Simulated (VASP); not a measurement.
# Si6HO12 (a cell with a defect) in VASP: further runs

Si6HO12 (a cell with a defect) is run at these levels: LDA; tasks: single point.

Everything below comes from runs of VASP 6.6.1. Logs are shortened: lines on timing, memory, paths and dates and some standing lists are left out, and cuts for length are marked.

## 1. The cell of the first run

The cell holds a defect, 19 atoms: a = 7.321 Å, b = 7.321 Å, c = 8.737 Å, α = 126.46°, β = 126.46°, γ = 38.85°.

## 2. Single point, LDA

Contents of INCAR:

```
PREC     = Accurate       # precision mode
ENCUT    = 520            # plane-wave cutoff, eV
EDIFF    = 1E-6           # SCF threshold, eV
ISMEAR   = -1             # smearing method
SIGMA    = 0.02           # smearing width, eV
LREAL    = Auto         
LASPH    = T              # aspherical terms in the spheres
NELM     = 60             # most SCF steps
ALGO     = Normal         # electronic algorithm
ISIF     = 2              # what is computed and relaxed
LWAVE    = F              # write WAVECAR
LCHARG   = F              # write CHGCAR
GGA      = CA             # functional
NELECT   = 96.0         
NBANDS   = 64             # bands
```

Contents of KPOINTS:

```
Automatic mesh
0
Gamma
  2 2 2
```

Contents of POSCAR:

```
Si6HO12
1.0
    6.9039970000     -2.4346000000      0.0000000000
    6.9039970000      2.4346000000      0.0000000000
   -5.5056060000      0.0000000000      6.7841890000
Si O H
6 12 1
Direct
    0.0179816011      1.0061615896      0.7553263920
    0.9679758992      0.0142315470      0.2447934455
    0.9115416476      0.4288327838      0.1619127946
    0.5711460652      0.0922370042      0.3482255580
    0.0793420123      0.5713563062      0.8440944083
    0.4204498693      0.9114442831      0.6490800890
    0.2132623827      0.3715590228      0.3240264975
    0.6241974369      0.7850201593      0.2007245081
    0.7804990918      0.6393428444      0.6759338515
    0.3634131357      0.2204705579      0.7966676636
    0.9362362665      0.2964884640      0.9398968690
    0.7362159107      0.0620213818      0.5724079916
    0.0579961863      0.7109884643      0.0643605301
    0.2630386692      0.9274065325      0.4254959583
    0.8837844477      0.2287285864      0.1628430458
    0.6995271900      0.1540449752      0.3008974249
    0.1321152079      0.7758377907      0.8568698484
    0.2977868559      0.8504624494      0.7040201858
    1.1251963456     -0.0964581357      0.9984322371
```

Potentials or basis: VASP PAW LDA potentials, release 64 (Si, O, H).

The run is started by

```
$ cat potpaw_LDA.64/Si/POTCAR potpaw_LDA.64/O/POTCAR potpaw_LDA.64/H/POTCAR > POTCAR
$ mpirun -np 1 vasp_std > vasp.out
```

OUTCAR:

```text
PREC = Accurate
   ENCUT = 520
   EDIFF = 1E-6
   ISMEAR = -1
   LREAL = Auto
   LASPH = T
   NELM = 60
   ISIF = 2
   GGA = CA
   NELECT = 96.0

 ion  position               nearest neighbor table
   1  0.018  0.006  0.755-  12 1.59  18 1.59  11 1.60  17 1.74   3 3.04   6 3.05   4 3.06
   2  0.968  0.014  0.245-  14 1.60  16 1.60  13 1.63  15 1.63   5 3.04   6 3.06   4 3.08
   3  0.912  0.429  0.162-   8 1.61   7 1.61  11 1.63  15 1.63   4 2.99   4 3.00   1 3.04
   4  0.571  0.092  0.348-   7 1.61  16 1.61  12 1.62   8 1.63   3 2.99   3 3.00   1 3.06   2 3.08

   5  0.079  0.571  0.844-  10 1.59  13 1.59   9 1.60  17 1.75   6 2.99   6 2.99   2 3.04
   6  0.420  0.911  0.649-  14 1.59   9 1.62  18 1.62  10 1.63   5 2.99   5 2.99   1 3.05   2 3.06

   7  0.213  0.372  0.324-   4 1.61   3 1.61
   8  0.624  0.785  0.201-   3 1.61   4 1.63
   9  0.780  0.639  0.676-   5 1.60   6 1.62
  10  0.363  0.220  0.797-   5 1.59   6 1.63
  11  0.936  0.296  0.940-   1 1.60   3 1.63
  12  0.736  0.062  0.572-   1 1.59   4 1.62
  13  0.058  0.711  0.064-   5 1.59   2 1.63
  14  0.263  0.927  0.425-   6 1.59   2 1.60
  15  0.884  0.229  0.163-   2 1.63   3 1.63
  16  0.700  0.154  0.301-   2 1.60   4 1.61
  17  0.132  0.776  0.857-  19 1.02   1 1.74   5 1.75
  18  0.298  0.850  0.704-   1 1.59   6 1.62
  19  0.125  0.904  0.998-  17 1.02

  LATTYP: Found a base centered monoclinic cell.
 ALAT       =    13.8079940000
 B/A-ratio  =     0.3526363062
 C/A-ratio  =     0.6327566539
 COS(beta)  =    -0.6301411165

  Lattice vectors:

 A1 = (   6.9039970000,  -2.4346000000,   0.0000000000)
 A2 = (   6.9039970000,   2.4346000000,   0.0000000000)
 A3 = (  -5.5056060000,   0.0000000000,   6.7841890000)

Analysis of symmetry for initial positions (statically):
=====================================================================
 Subroutine PRICEL returns:
 Original cell was already a primitive cell.

 Routine SETGRP: Setting up the symmetry group for a
 base centered monoclinic supercell.

 Subroutine GETGRP returns: Found  1 space group operations
 (whereof  1 operations were pure point group operations)
 out of a pool of  4 trial point group operations.

The static configuration has the point symmetry C_1 .

Analysis of symmetry for dynamics (positions and initial velocities):
=====================================================================
 Subroutine PRICEL returns:
 Original cell was already a primitive cell.

 Routine SETGRP: Setting up the symmetry group for a
 base centered monoclinic supercell.

 Subroutine GETGRP returns: Found  1 space group operations
 (whereof  1 operations were pure point group operations)
 out of a pool of  4 trial point group operations.

The dynamic configuration has the point symmetry C_1 .

 Subroutine INISYM returns: Found  1 space group operations
 (whereof  1 operations are pure point group operations),
 and found     1 'primitive' translations

----------------------------------------------------------------------------------------

                                     Primitive cell

  volume of cell :     228.0637

  direct lattice vectors                    reciprocal lattice vectors
     6.903997000 -2.434600000  0.000000000     0.072421816 -0.205372546  0.058772830
     6.903997000  2.434600000  0.000000000     0.072421816  0.205372546  0.058772830
    -5.505606000  0.000000000  6.784189000     0.000000000  0.000000000  0.147401554

  length of vectors
     7.320686562  7.320686562  8.737100080     0.225559410  0.225559410  0.147401554

  position of ions in fractional coordinates (direct lattice)
     0.017981601  0.006161590  0.755326392
     0.967975899  0.014231547  0.244793446
     0.911541648  0.428832784  0.161912795
     0.571146065  0.092237004  0.348225558
     0.079342012  0.571356306  0.844094408
     0.420449869  0.911444283  0.649080089
[... 11 lines left out ...]
     0.297786856  0.850462449  0.704020186
     0.125196346  0.903541864  0.998432237

  ion indices of the primitive-cell ions
   primitive index   ion index
                 1           1
                 2           2
                 3           3
                 4           4
                 5           5
                 6           6
[... 11 lines left out ...]
                18          18
                19          19

----------------------------------------------------------------------------------------

 KPOINTS: Automatic mesh

Automatic generation of k-mesh.
 Grid dimensions read from file:
 generate k-points for:    2    2    2

 Generating k-lattice:

  Cartesian coordinates                     Fractional coordinates (reciprocal lattice)
     0.036210908 -0.102686273  0.029386415     0.500000000  0.000000000  0.000000000
     0.036210908  0.102686273  0.029386415     0.000000000  0.500000000  0.000000000
     0.000000000  0.000000000  0.073700777     0.000000000  0.000000000  0.500000000

  Length of vectors
[... 81 lines left out ...]
  free energy    TOTEN  =      -162.14121429 eV

  energy without entropy =     -162.14121429  energy(sigma->0) =     -162.14121429

 E-fermi :   1.3966     XC(G=0):  -9.7574

 val. band max:        0.9144277351   @ k =   0.5000   0.5000   0.0000
 cond. band min:       6.3160742395   @ k =   0.0000   0.0000   0.0000
 fundamental gap:      5.4016465044
 Fermi energy:         1.3965645364

 k-point     1 :       0.0000    0.0000    0.0000
  band No.  band energies     occupation
      1     -19.2912      2.00000
      2     -17.8944      2.00000
      3     -17.7183      2.00000
      4     -17.2045      2.00000
      5     -16.7811      2.00000
      6     -16.7383      2.00000
[... 52 lines left out ...]
     59      10.8405      0.00000
     60      10.9193      0.00000

 k-point     2 :       0.5000   -0.0000    0.0000
  band No.  band energies     occupation
      1     -19.2341      2.00000
      2     -17.6331      2.00000
      3     -17.3341      2.00000
      4     -17.2743      2.00000
      5     -17.2153      2.00000
      6     -16.8538      2.00000
[... 52 lines left out ...]
     59      10.6564      0.00000
     60      11.0187      0.00000

 k-point     3 :      -0.0000    0.5000    0.0000
  band No.  band energies     occupation
      1     -19.2319      2.00000
      2     -17.6544      2.00000
      3     -17.3270      2.00000
      4     -17.2849      2.00000
      5     -17.2015      2.00000
      6     -16.8388      2.00000
[... 52 lines left out ...]
     59      10.8473      0.00000
     60      10.8943      0.00000

 k-point     4 :       0.5000    0.5000    0.0000
  band No.  band energies     occupation
      1     -19.2503      2.00000
      2     -17.8786      2.00000
      3     -17.7082      2.00000
      4     -17.4188      2.00000
      5     -17.0545      2.00000
      6     -16.5422      2.00000
[... 52 lines left out ...]
     59      11.1563      0.00000
     60      11.2654      0.00000

 k-point     5 :       0.0000    0.0000    0.5000
  band No.  band energies     occupation
      1     -19.2692      2.00000
      2     -17.9151      2.00000
      3     -17.6638      2.00000
      4     -17.3151      2.00000
      5     -17.0752      2.00000
      6     -16.4651      2.00000
[... 52 lines left out ...]
     59      10.9959      0.00000
     60      11.1270      0.00000

 k-point     6 :       0.5000   -0.0000    0.5000
  band No.  band energies     occupation
      1     -19.2300      2.00000
      2     -17.6916      2.00000
      3     -17.4158      2.00000
      4     -17.2533      2.00000
      5     -17.0644      2.00000
      6     -16.7502      2.00000
[... 52 lines left out ...]
     59      10.5972      0.00000
     60      10.8710      0.00000

 k-point     7 :      -0.0000    0.5000    0.5000
  band No.  band energies     occupation
      1     -19.2266      2.00000
      2     -17.7042      2.00000
      3     -17.4311      2.00000
      4     -17.2455      2.00000
      5     -17.0869      2.00000
      6     -16.7037      2.00000
[... 52 lines left out ...]
     59      10.8494      0.00000
     60      10.9816      0.00000

 k-point     8 :       0.5000    0.5000    0.5000
  band No.  band energies     occupation
      1     -19.2598      2.00000
      2     -18.0133      2.00000
      3     -17.6755      2.00000
      4     -17.2642      2.00000
      5     -16.8082      2.00000
      6     -16.5494      2.00000
[... 52 lines left out ...]
     59      10.8048      0.00000
     60      11.0010      0.00000
 [bands above 60 left out]

------------------------ aborting loop because EDIFF is reached ----------------------------------------

  FORCE on cell =-STRESS in cart. coord.  units (eV):
  Direction    XX          YY          ZZ          XY          YZ          ZX
  --------------------------------------------------------------------------------------
  -------------------------------------------------------------------------------------
  Total      -12.5837003    -10.2046612     -7.2625409     -0.8156858     -0.0419965      0.6348871
  in kB      -88.4021450    -71.6890833    -51.0203021     -5.7302995     -0.2950310      4.4601652
  external PRESSURE =     -70.3705101 kB  Pullay stress =       0.0000000 kB

 VOLUME and BASIS-vectors are now :
 -----------------------------------------------------------------------------
  energy-cutoff  :      520.00
  volume of cell :      228.06
      direct lattice vectors                 reciprocal lattice vectors
     6.903997000 -2.434600000  0.000000000     0.072421816 -0.205372546  0.058772830
     6.903997000  2.434600000  0.000000000     0.072421816  0.205372546  0.058772830
    -5.505606000  0.000000000  6.784189000     0.000000000  0.000000000  0.147401554

 POSITION                                       TOTAL-FORCE (eV/Angst)
 -----------------------------------------------------------------------------------
     -3.99184     -0.02878      5.12428        -0.041886     -0.024133     -0.016175
      5.43342     -2.32199      1.66073         0.008465      0.014083     -0.004319
      8.36251     -1.17520      1.09845        -0.018915      0.035773     -0.008508
      2.66280     -1.16595      2.36243        -0.006986      0.034730      0.031572
     -0.15483      1.19786      5.72650         0.031398     -0.029497     -0.024000
      5.62181      1.19537      4.40348         0.013644     -0.056772     -0.009536
[... 11 lines left out ...]
      4.05145      1.34554      4.77621         0.011246     -0.026120     -0.008638
      1.60543      1.89496      6.77355         0.020175      0.020449      0.147156
 -----------------------------------------------------------------------------------
    total drift:                                0.014209      0.011379      0.004479

  FREE ENERGIE OF THE ION-ELECTRON SYSTEM (eV)
  ---------------------------------------------------
  free  energy   TOTEN  =      -162.1412142874 eV

  energy  without entropy=     -162.1412142874  energy(sigma->0) =     -162.14121429
```

Run time: 2.7 min. Hardware: 1 thread of Intel Xeon 6975P-C (Granite Rapids), shared host; peak memory 0.38 GiB.

What came out:

| Item | Value |
| --- | --- |
| Free energy | -162.1412 eV |
| Largest force | 0.150 eV/Å |

Forces on the atoms (eV/Å):
```
Si  -0.042 -0.024 -0.016
Si   0.008  0.014 -0.004
Si  -0.019  0.036 -0.009
Si  -0.007  0.035  0.032
Si   0.031 -0.029 -0.024
Si   0.014 -0.057 -0.010
O    0.005  0.025  0.017
O   -0.013  0.026 -0.017
O   -0.006 -0.005 -0.019
O    0.002 -0.038  0.002
O    0.018  0.017  0.013
O   -0.013  0.002 -0.014
O   -0.013  0.000  0.022
O    0.010  0.011 -0.006
O    0.003  0.002 -0.005
O    0.002  0.013  0.004
O   -0.012 -0.022 -0.103
O    0.011 -0.026 -0.009
H    0.020  0.020  0.147
```

Caveat: the k points lie up to 0.71 Å⁻¹ apart; the cell carries a net charge on a neutralising background, which shifts energy and pressure; the cell is charged against a uniform background, so pressure and absolute levels hang on convention.

## 3. Single point, LDA

INCAR: that of step 2 with these lines changed.

```diff
@@ -2,3 +2,3 @@
 ENCUT    = 520            # plane-wave cutoff, eV
-EDIFF    = 1E-6           # SCF threshold, eV
+EDIFF    = 1E-7           # SCF threshold, eV
 ISMEAR   = -1             # smearing method
@@ -12,4 +12,3 @@
 LCHARG   = F              # write CHGCAR
-GGA      = CA             # functional
-NELECT   = 96.0         
 NBANDS   = 64             # bands
+NELECT   = 96.0
```

Contents of KPOINTS:

```
regular mesh
0
Gamma
  2 2 2
```

Contents of POSCAR:

```
Si6HO12
1.0
    6.9039970000     -2.4346000000      0.0000000000
    6.9039970000      2.4346000000      0.0000000000
   -5.5056060000      0.0000000000      6.7841890000
Si O H
6 12 1
Direct
    0.0161385697      1.0073675190      0.7561167591
    0.9632388967      0.0222342142      0.2476167748
    0.9073215411      0.4280465062      0.1636115975
    0.5681827909      0.0919296077      0.3492491144
    0.0780976078      0.5776067674      0.8481912871
    0.4176908541      0.9175873464      0.6509669763
    0.2097165525      0.3716359643      0.3245530158
    0.6139427681      0.7872669281      0.1960689774
    0.7787778446      0.6490189519      0.6793960192
    0.3600739670      0.2257348558      0.8010263275
    0.9330467399      0.2960312137      0.9417429261
    0.7368676832      0.0552049871      0.5726899708
    0.0585458840      0.7172097303      0.0682416130
    0.2609640618      0.9336778546      0.4274652431
    0.8575439833      0.2565310859      0.1737290927
    0.7020496144      0.1499539930      0.3049646760
    0.1507803714      0.7615386068      0.8555013724
    0.2940370227      0.8561425021      0.7048537415
    1.2537023457     -0.1898296513      0.9970671513
```

Potentials or basis: VASP PAW LDA potentials, release 64 (Si, O, H).

The run is started by

```
$ cat potpaw_LDA.64/Si/POTCAR potpaw_LDA.64/O/POTCAR potpaw_LDA.64/H/POTCAR > POTCAR
$ mpirun -np 1 vasp_std > vasp.out
```

Run time: 3.1 min. Hardware: 1 thread of Intel Xeon 6975P-C (Granite Rapids), shared host; peak memory 0.39 GiB.

It converged, with:

```
Free energy   : -162.3421 eV
Largest force : 0.509 eV/Å
```

Forces in eV/Å, atoms in the order of the input:
```
Si  -0.067 -0.009 -0.014
Si   0.004  0.043 -0.004
Si  -0.041  0.047 -0.014
Si  -0.028  0.052  0.027
Si   0.046  0.008 -0.010
Si   0.021 -0.027 -0.011
O   -0.023  0.043  0.007
O   -0.046  0.064 -0.061
O    0.018  0.027 -0.013
O   -0.007 -0.009  0.014
O   -0.013  0.033  0.016
O   -0.053  0.002 -0.030
O    0.001  0.018  0.033
O    0.016  0.035 -0.002
O   -0.043  0.119  0.044
O   -0.024  0.011  0.014
O   -0.012 -0.022 -0.098
O    0.018  0.005 -0.009
H    0.232 -0.440  0.111
```

Levels at points of the mesh, in eV from the Fermi level:
| k point | band 46 | band 47 | band 48 | band 49 | band 50 | band 51 |
| --- | --- | --- | --- | --- | --- | --- |
| (0.00, 0.00, 0.00) | -1.00 | -0.81 | -0.66 | 4.84 | 7.57 | 7.93 |
| (0.50, 0.00, 0.00) | -1.06 | -0.67 | -0.49 | 6.68 | 7.44 | 7.96 |
| (0.00, 0.50, 0.00) | -0.74 | -0.70 | -0.62 | 6.68 | 7.50 | 7.96 |
| (0.50, 0.50, 0.00) | -0.80 | -0.63 | -0.46 | 6.48 | 6.88 | 7.07 |
| (0.00, 0.00, 0.50) | -0.82 | -0.69 | -0.55 | 5.90 | 6.38 | 7.67 |
| (0.50, 0.00, 0.50) | -0.94 | -0.67 | -0.56 | 6.79 | 7.64 | 7.81 |
| (0.00, 0.50, 0.50) | -0.77 | -0.70 | -0.53 | 6.80 | 7.43 | 8.01 |
| (0.50, 0.50, 0.50) | -1.00 | -0.79 | -0.64 | 5.91 | 6.36 | 8.06 |

Caveat: the k points lie up to 0.71 Å⁻¹ apart; the cell carries a net charge on a neutralising background, which shifts energy and pressure; the cell is charged against a uniform background, so pressure and absolute levels hang on convention.

## 4. Single point, LDA

Contents of INCAR:

```
SYSTEM = Si6HO12
  PREC = Accurate
  ENCUT = 520
  EDIFF = 1E-7
  ISMEAR = -1
  SIGMA = 0.02
  LREAL = Auto
  LASPH = .TRUE.
  NELM = 100
  ALGO = Normal
  ISIF = 2
  LWAVE = .FALSE.
  LCHARG = .FALSE.
  GGA = CA
  NELECT = 96.0
  NBANDS = 64
```

Contents of KPOINTS:

```
regular mesh
0
G
  2 2 2
  0 0 0
```

Contents of POSCAR:

```
Si6HO12
1.0
    6.9039970000     -2.4346000000      0.0000000000
    6.9039970000      2.4346000000      0.0000000000
   -5.5056060000      0.0000000000      6.7841890000
Si O H
6 12 1
Direct
    0.0208336075      0.9970711824      0.7542133629
    0.9557662760      0.0367405634      0.2557548146
    0.9073502768      0.4205894126      0.1629603774
    0.5704330854      0.0832397066      0.3494915899
    0.0796812644      0.5900603821      0.8572933331
    0.4151108983      0.9301610092      0.6573017055
    0.2112435839      0.3594157682      0.3234287842
    0.6146516429      0.7811175922      0.1860922507
    0.7772603087      0.6702250668      0.6876982643
    0.3549072756      0.2361719597      0.8144608000
    0.9245461784      0.2886141978      0.9385213177
    0.7448045917      0.0334483114      0.5701517160
    0.0544141724      0.7333811484      0.0757772226
    0.2528426482      0.9567734788      0.4356603273
    0.8272080540      0.2853925607      0.1826738612
    0.7040070898      0.1511873248      0.3152531570
    0.1838482749      0.7358379242      0.8533886659
    0.2923224792      0.8600030016      0.7041876339
    1.3485007537     -0.2698291568      0.9757876734
```

The run is started by

```
$ cat potpaw_LDA.64/Si/POTCAR potpaw_LDA.64/O/POTCAR potpaw_LDA.64/H/POTCAR > POTCAR
$ mpirun -np 1 vasp_std > vasp.out
```

Wall time 3 min (1 thread of Intel Xeon 6975P-C (Granite Rapids), shared host); peak memory 0.39 GiB.

Results (log left out):

```yaml
Free_energy: -162.5264 eV
Largest_force: 0.136 eV/Å
```

Forces on the atoms (eV/Å):
```
Si  -0.036 -0.022 -0.009
Si  -0.001  0.011 -0.004
Si   0.013  0.034 -0.011
Si  -0.013  0.035  0.016
Si   0.017 -0.032 -0.010
Si   0.013 -0.055 -0.005
O    0.003  0.018  0.015
O   -0.010  0.040 -0.024
O    0.000 -0.001 -0.017
O    0.004 -0.032  0.002
O    0.011  0.013  0.014
O   -0.018  0.007 -0.017
O   -0.012  0.014  0.027
O    0.008  0.004 -0.016
O   -0.011  0.007 -0.006
O    0.002 -0.001  0.010
O   -0.033  0.046 -0.067
O    0.012 -0.020 -0.005
H    0.052 -0.067  0.107
```

Levels at points of the mesh, in eV from the Fermi level:
```
           k point  band 44  band 45  band 46  band 47  band 48  band 49  band 50  band 51  band 52  band 53
(0.00, 0.00, 0.00)    -1.27    -1.16    -0.98    -0.81    -0.71     4.85     7.68     7.95     8.12     8.39
(0.50, 0.00, 0.00)    -1.22    -1.16    -0.98    -0.65    -0.54     6.91     7.30     7.94     8.13     8.32
(0.00, 0.50, 0.00)    -1.25    -1.11    -0.75    -0.71    -0.59     6.73     7.48     7.82     8.31     8.36
(0.50, 0.50, 0.00)    -1.26    -1.01    -0.73    -0.63    -0.50     6.60     6.85     7.04     8.08     8.22
(0.00, 0.00, 0.50)    -1.17    -1.10    -0.86    -0.74    -0.52     5.96     6.41     7.70     8.12     8.37
(0.50, 0.00, 0.50)    -1.32    -1.05    -1.02    -0.67    -0.58     6.82     7.62     7.82     7.97     8.12
(0.00, 0.50, 0.50)    -1.32    -1.19    -0.79    -0.65    -0.53     6.95     7.40     7.93     8.26     8.47
(0.50, 0.50, 0.50)    -1.13    -1.09    -0.97    -0.73    -0.67     5.91     6.38     8.02     8.22     8.38
```

Caveat: the k points lie up to 0.71 Å⁻¹ apart; the cell carries a net charge on a neutralising background, which shifts energy and pressure; the cell is charged against a uniform background, so pressure and absolute levels hang on convention.
